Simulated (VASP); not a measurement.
GaAs, 2 atoms in the cell. Symmetry: I-4m2, No. 119, tetragonal system. The conventional cell has a = 3.939 Å, b = 3.939 Å, c = 5.823 Å, α = 90.00°, β = 90.00°, γ = 90.00°. Within 3.2 Å of Ga (site symmetry -4m2) lie 4 As at 2.45 Å. Within 3.2 Å of As (site symmetry -4m2) lie 4 Ga at 2.45 Å.  This cell differs from its parent crystal: z stretched by +3 % at fixed volume.

```yaml
Program: VASP 6.6.1
Task: single point
Functional: PBE
Potentials_or_basis: VASP PAW PBE potentials, release 64 (Ga_d, As)
Cutoff: 520 eV
k_mesh: 11 × 11 × 11
Occupations: fermi-dirac, width 0.05 eV
Spin: no spin polarisation
Dipole_correction: no
Further_INCAR_settings: ALGO = Normal; EDIFF = 1e-06; NBANDS = 16
```

Potentials or basis: VASP PAW PBE potentials, release 64 (Ga_d, As).

Run with:

```console
$ cat potpaw_PBE.64/Ga_d/POTCAR potpaw_PBE.64/As/POTCAR > POTCAR
$ mpirun -np 1 vasp_std > vasp.out
```

Hardware: 1 thread of Intel Xeon 8259CL (shared host).

Question: How long does it take, and how much memory?

Answer: It took 2.6 min on 1 thread of Intel Xeon 8259CL, on a shared host, peak memory 0.24 GiB. Counts: scf iterations 12, k points 126.
